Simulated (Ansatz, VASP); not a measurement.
# Two plane-wave programs on Cd4Te

INCAR

```
SYSTEM = Cd4Te
  PREC = Accurate
  ENCUT = 520
  EDIFF = 1E-7
  ISMEAR = 0
  SIGMA = 0.1
  LREAL = .False.
  LASPH = .True.
  NELM = 80
  ALGO = Normal
  ISIF = 2
  LWAVE = .False.
  LCHARG = .False.
  GGA = PE
  NBANDS = 35
```

KPOINTS

```
Automatic mesh
0
Gamma
  4 4 4
  0 0 0
```

POSCAR

```
Cd4Te
1.0
    0.0000000000      4.2442024300      4.2442024300
    4.2442024300      0.0000000000      4.2442024300
    4.2442024300      4.2442024300      0.0000000000
Cd Te
4 1
Direct
    0.3448297200      0.3448297200      0.3448297200
    0.3448297200      0.3448297200      0.9655108500
    0.3448297200      0.9655108500      0.3448297200
    0.9655108500      0.3448297200      0.3448297200
    0.7500000000      0.7500000000      0.7500000000
```

Input for Ansatz:

```yaml
crystal:
  lattice:
    - [0.0, 4.24420243, 4.24420243]
    - [4.24420243, 0.0, 4.24420243]
    - [4.24420243, 4.24420243, 0.0]
  atoms:
    - { symbol: Cd, position: [0.34482972, 0.34482972, 0.34482972] }
    - { symbol: Cd, position: [0.34482972, 0.34482972, 0.96551085] }
    - { symbol: Cd, position: [0.34482972, 0.96551085, 0.34482972] }
    - { symbol: Cd, position: [0.96551085, 0.34482972, 0.34482972] }
    - { symbol: Te, position: [0.75, 0.75, 0.75] }
basis:
  ecutwfc: 420
kpoints:
  mp_grid: { grid: [4, 4, 4] }
hamiltonian:
  xc: pbe
scf:
  occupations: { method: gaussian, width: 0.1 }
  lower_state_search: "off"
output:
  forces: true
  stress: true
  eigenvalues: true
```

Alike in both runs: task single point; functional PBE; k mesh 4 × 4 × 4; occupations gaussian, width 0.1 eV; no spin polarisation.

```csv
,VASP,Ansatz
version,VASP 6.6.1,Ansatz 0.2.0
potentials or method,"VASP PAW PBE potentials, release 64 (Cd, Te), cutoff 520 eV","scalar-relativistic, plane waves, PAW"
valence electrons in the cell,54,96
```

```csv
,VASP,Ansatz,Ansatz less VASP
gap on the k mesh at the Fermi level (eV),none,none,-
pressure (GPa),26.1,24.3,-1.76
rms of the force components (eV/Å),7.920,7.463,-0.4563
```

Atom by atom the forces differ by 0.456 eV/Å (rms over components). A gap of «none» marks a metal or a gap that the smearing closes. The functional is the same, so the differences come from potentials, cutoffs and numerics. VASP's potentials hold 54 valence electrons a cell and Ansatz's 96, so a difference there can come from the potentials and not from the codes.

Neither program's run includes spin-orbit coupling.
